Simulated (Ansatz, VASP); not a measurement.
# Mn3Si: VASP beside Ansatz

```
Mn Si
1.0
     0.00000    2.72072    2.72072
     2.72072    0.00000    2.72072
     2.72072    2.72072    0.00000
Mn Si
3 1
Direct
  0.50000 0.50000 0.50000
  0.25000 0.25000 0.25000
  0.75000 0.75000 0.75000
  0.00000 0.00000 0.00000
```

Change from the starting cell: volume scaled by 0.86, PAW files.

Alike in both runs: task single point; functional LDA; k mesh 10 × 10 × 10; occupations fermi-dirac, width 0.05 eV; collinear spin.

|  | VASP | Ansatz |
| --- | --- | --- |
| version | VASP 6.6.1 | Ansatz 0.2.0 |
| potentials or method | VASP PAW LDA potentials, release 64 (Mn_pv, Si) | PAW with Ansatz's default frozen-core files, scalar-relativistic |
| plane-wave cutoff (eV) | 520 | 420 |
| valence electrons in the cell | 43 | 49 |

|  | VASP | Ansatz | Ansatz less VASP |
| --- | --- | --- | --- |
| pressure (GPa) | 8.1 | 8.0 | -0.11 |
| net moment per atom (μB) | 0.36 | 0.35 | -0.001 |
| size of the moment on the site where the two differ most (μB) | 1.42 | 1.46 | +0.044 |

LDA's correlation is that of Perdew and Zunger in VASP and of Perdew and Wang (1992) in Ansatz. Site moments also hang on the region over which each program counts them. VASP's potentials hold 43 valence electrons a cell and Ansatz's 49, so a difference there can come from the potentials and not from the codes.
